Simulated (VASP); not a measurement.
**AlNi: single point with PBEsol**

Crystal: AlNi.

```
Al Ni
1.0
     2.91830    0.00000    0.00000
     0.00000    2.91830    0.00000
     0.00000    0.00000    2.91830
Al Ni
1 1
Direct
  0.00000 0.00000 0.00000
  0.50000 0.50000 0.50000
```

This cell differs from its parent crystal: volume scaled by 1.06.

* Program: VASP 6.6.1
* Task: single point
* Functional: PBEsol
* Potentials or basis: VASP PAW PBE potentials, release 64 (Al, Ni)
* Cutoff: 520 eV
* k mesh: 14 × 14 × 14
* Occupations: gaussian, width 0.1 eV
* Spin: no spin polarisation
* Dipole correction: no
* Further INCAR settings: ALGO = Normal; EDIFF = 1e-06; NBANDS = 14

```yaml
Pressure: -8.7 GPa
```

Levels at points of the mesh, in eV from the Fermi level:
```
           k point  band 4  band 5  band 6  band 7  band 8  band 9  band 10  band 11
(0.00, 0.00, 0.00)   -1.44   -1.44   -1.44    5.36    5.36    5.36     8.05     8.05
(0.50, 0.00, 0.00)   -2.11   -2.11   -1.35   -0.60    8.28    9.83     9.83    10.55
(0.50, 0.50, 0.00)   -2.74   -1.94   -1.94   -0.94    1.42    2.34    11.89    14.85
(0.50, 0.50, 0.50)   -0.91   -0.91    2.04    2.04    2.04    3.42     4.34     4.34
```

Run time: 18 s on 1 thread of Intel(R) Xeon(R) Platinum 8559C (Emerald Rapids) (shared host), peak memory 0.16 GiB.

Caveat: the PAW data sets were made with another functional, which shifts forces and pressure a little. Spin polarisation is off, so any magnetic state and its effect on volume and gap are missing.
